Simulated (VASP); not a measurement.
# W (I4/mmm) in VASP: a series of runs, part 2 of 2

VASP 6.6.1.

### Step 3. Single point, r2SCAN (strain -0.080 along x and y, +0.000 along z)

POSCAR

```
W
1.0
    0.0000000000      1.8676000000      2.0300000000
    1.8676000000      0.0000000000      2.0300000000
    1.8676000000      1.8676000000      0.0000000000
W
1
Direct
    0.0000000000      0.0000000000      0.0000000000
```

INCAR.step1

```
ALGO = Normal
EDIFF = 1E-4
ENCUT = 520
GGA = PE
ISMEAR = 0
LASPH = True
LCHARG = False
LREAL = False
LWAVE = True
NBANDS = 13
NELM = 100
PREC = Accurate
SIGMA = 0.15
```

INCAR.step2

```
ALGO = Normal
EDIFF = 1E-7
ENCUT = 520
ISIF = 2
ISMEAR = 0
ISTART = 1
LASPH = True
LCHARG = False
LMIXTAU = True
LREAL = False
LWAVE = False
METAGGA = R2SCAN
NBANDS = 13
NELM = 100
PREC = Accurate
SIGMA = 0.15
```

KPOINTS

```
k-points
0
Gamma
  20 20 20
```

Potentials or basis: VASP PAW PBE potentials, release 64 (W_sv).

Launch:

```sh
$ cat potpaw_PBE.64/W_sv/POTCAR > POTCAR
$ cp INCAR.step1 INCAR
$ mpirun -np 1 vasp_std > vasp.out
$ cp INCAR.step2 INCAR
$ mpirun -np 1 vasp_std > vasp.out
```

OUTCAR:

```text
EDIFF = 1E-7
   ENCUT = 520
   ISIF = 2
   ISMEAR = 0
   ISTART = 1
   LASPH = True
   LREAL = False
   METAGGA = R2SCAN
   NELM = 100
   PREC = Accurate

 ion  position               nearest neighbor table
   1  0.000  0.000  0.000-

  LATTYP: Found a body centered tetragonal cell.
 ALAT       =     2.6411852491
 C/A-ratio  =     1.5371886548

  Lattice vectors:

 A1 = (  -1.8676000000,   0.0000000000,   2.0300000000)
 A2 = (   1.8676000000,   0.0000000000,   2.0300000000)
 A3 = (   0.0000000000,   1.8676000000,  -2.0300000000)

Analysis of symmetry for initial positions (statically):
=====================================================================
 Subroutine PRICEL returns:
 Original cell was already a primitive cell.

 Routine SETGRP: Setting up the symmetry group for a
 body centered tetragonal supercell.

 Subroutine GETGRP returns: Found 16 space group operations
 (whereof 16 operations were pure point group operations)
 out of a pool of 16 trial point group operations.

The static configuration has the point symmetry D_4h.

Analysis of symmetry for dynamics (positions and initial velocities):
[... 170 lines left out ...]
      4     -25.5205      2.00000
      5       2.2625      2.00000
      6      10.7141      2.00000
      7      12.2333      1.99998
      8      12.2333      1.99998
      9      14.5515      0.00000
     10      16.8463      0.00000
     11      26.1026      0.00000
     12      30.3011      0.00000
     13      33.6713      0.00000
[... 354 lines left out ...]
  band No.  band energies     occupation
      1     -62.7011      2.00000
      2     -27.2634      2.00000
      3     -25.9464      2.00000
      4     -25.6288      2.00000
      5       5.8252      2.00000
      6      10.9037      2.00000
      7      11.7091      2.00000
      8      12.6142      1.50810
      9      16.9924      0.00000
     10      18.3152      0.00000
     11      25.3592      0.00000
     12      29.8431      0.00000
     13      35.5871      0.00000

 [... further k-points ...]

------------------------ aborting loop because EDIFF is reached ----------------------------------------

  FORCE on cell =-STRESS in cart. coord.  units (eV):
  Direction    XX          YY          ZZ          XY          YZ          ZX
  --------------------------------------------------------------------------------------
  -------------------------------------------------------------------------------------
  Total        4.3590864      4.3590864      5.8615016      0.0000000      0.0000000      0.0000000
  in kB      493.1877623    493.1877623    663.1712742      0.0000000      0.0000000      0.0000000
  external PRESSURE =     549.8489329 kB  Pullay stress =       0.0000000 kB

 VOLUME and BASIS-vectors are now :
 -----------------------------------------------------------------------------
  energy-cutoff  :      520.00
  volume of cell :       14.16
      direct lattice vectors                 reciprocal lattice vectors
     0.000000000  1.867600000  2.030000000    -0.267723281  0.267723281  0.246305419
     1.867600000  0.000000000  2.030000000     0.267723281 -0.267723281  0.246305419
     1.867600000  1.867600000  0.000000000     0.267723281  0.267723281 -0.246305419

 POSITION                                       TOTAL-FORCE (eV/Angst)
 -----------------------------------------------------------------------------------
      0.00000      0.00000      0.00000        -0.000000      0.000000      0.000000
 -----------------------------------------------------------------------------------
    total drift:                                0.000000      0.000000      0.000000

  FREE ENERGIE OF THE ION-ELECTRON SYSTEM (eV)
  ---------------------------------------------------
  free  energy   TOTEN  =       -50.5425028142 eV

  energy  without entropy=      -50.5331623305  energy(sigma->0) =      -50.53783257
```

OUTCAR.step1:

```text
EDIFF = 1E-4
   ENCUT = 520
   GGA = PE
   ISMEAR = 0
   LASPH = True
   LREAL = False
[... 600 lines left out ...]

 POSITION                                       TOTAL-FORCE (eV/Angst)
 -----------------------------------------------------------------------------------
      0.00000      0.00000      0.00000         0.000000      0.000000      0.000000
 -----------------------------------------------------------------------------------
    total drift:                               -0.000000      0.000000     -0.000000

  FREE ENERGIE OF THE ION-ELECTRON SYSTEM (eV)
  ---------------------------------------------------
  free  energy   TOTEN  =       -12.1528796150 eV

  energy  without entropy=      -12.1434223608  energy(sigma->0) =      -12.14815099
```

Wall time 2.6 min (1 thread of Intel Xeon 6975P-C (Granite Rapids), shared host); peak memory 0.23 GiB.

What came out:

- Free energy: -50.5425 eV
- Pressure: 55.0 GPa
- Band gap on the k mesh: zero (bands 7 and 8 overlap by 5.25 eV)

Levels at points of the mesh, in eV from the Fermi level:
```csv
k point,band 5,band 6,band 7,band 8,band 9,band 10
"(0.00, 0.00, 0.00)",-10.42,-1.97,-0.45,-0.45,1.86,4.16
"(0.50, 0.00, 0.00)",-6.99,-2.02,-0.44,0.89,5.79,6.50
"(0.50, 0.50, 0.00)",-7.13,-5.94,2.60,6.45,7.00,7.00
"(0.50, 0.00, 0.50)",-7.10,-6.05,4.52,5.92,6.16,7.90
```

Caveat: the cell differs from its parent crystal (strain -0.080 along x and y, +0.000 along z); the stress differs along the axes, from 49 to 66 GPa; the PAW data sets were made with another functional, which shifts forces and pressure a little; spin-orbit coupling is left out, which moves the levels of the heavy elements.
